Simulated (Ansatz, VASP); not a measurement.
# Two plane-wave programs on ScSbTe3

INCAR

```
SYSTEM = ScSbTe3
PREC = Accurate ; ENCUT = 520
EDIFF = 1E-7 ; ISMEAR = 0
SIGMA = 0.1 ; LREAL = .FALSE.
LASPH = .TRUE. ; NELM = 60
ALGO = Normal ; ISIF = 2
LWAVE = .FALSE. ; LCHARG = .TRUE.
GGA = PE ; LELF = .TRUE.
LVHAR = .TRUE. ; NBANDS = 25
```

KPOINTS

```
regular mesh
0
G
  4 4 4
  0 0 0
```

The input POSCAR:

```
ScSbTe3
1.0
    5.5864897400      0.0000000000      0.0000000000
    0.0000000000      5.5864897400      0.0000000000
    0.0000000000      0.0000000000      5.5864897400
Sc Sb Te
1 1 3
Direct
    0.0000000000      0.0000000000      0.0000000000
    0.5000000000      0.5000000000      0.5000000000
    0.0000000000      0.5000000000      0.5000000000
    0.5000000000      0.0000000000      0.5000000000
    0.5000000000      0.5000000000      0.0000000000
```

Input for Ansatz:

```yaml
crystal:
  lattice:
    - [5.58648974, 0.0, 0.0]
    - [0.0, 5.58648974, 0.0]
    - [0.0, 0.0, 5.58648974]
  atoms:
    - { symbol: Sc, position: [0.0, 0.0, 0.0] }
    - { symbol: Sb, position: [0.5, 0.5, 0.5] }
    - { symbol: Te, position: [0.0, 0.5, 0.5] }
    - { symbol: Te, position: [0.5, 0.0, 0.5] }
    - { symbol: Te, position: [0.5, 0.5, 0.0] }
basis:
  ecutwfc: 420
kpoints:
  mp_grid: { grid: [4, 4, 4] }
hamiltonian:
  xc: pbe
scf:
  occupations: { method: gaussian, width: 0.1 }
  lower_state_search: "off"
output:
  forces: true
  stress: true
  eigenvalues: true
```

Alike in both runs: task single point; functional PBE; k mesh 4 × 4 × 4; occupations gaussian, width 0.1 eV; no spin polarisation.

|  | VASP | Ansatz |
| --- | --- | --- |
| version | VASP 6.6.1 | Ansatz 0.2.0 |
| potentials or method | VASP PAW PBE potentials, release 64 (Sc_sv, Sb, Te), cutoff 520 eV | scalar-relativistic, plane waves, PAW |
| valence electrons in the cell | 34 | 74 |

```tsv
	VASP	Ansatz	Ansatz less VASP
gap on the k mesh at the Fermi level (eV)	none	none	-
pressure (GPa)	2.1	2.1	-0.05
```

A gap of «none» marks a metal or a gap that the smearing closes. VASP's potentials hold 34 valence electrons a cell and Ansatz's 74, so a difference there can come from the potentials and not from the codes.

Neither program's run includes spin-orbit coupling.
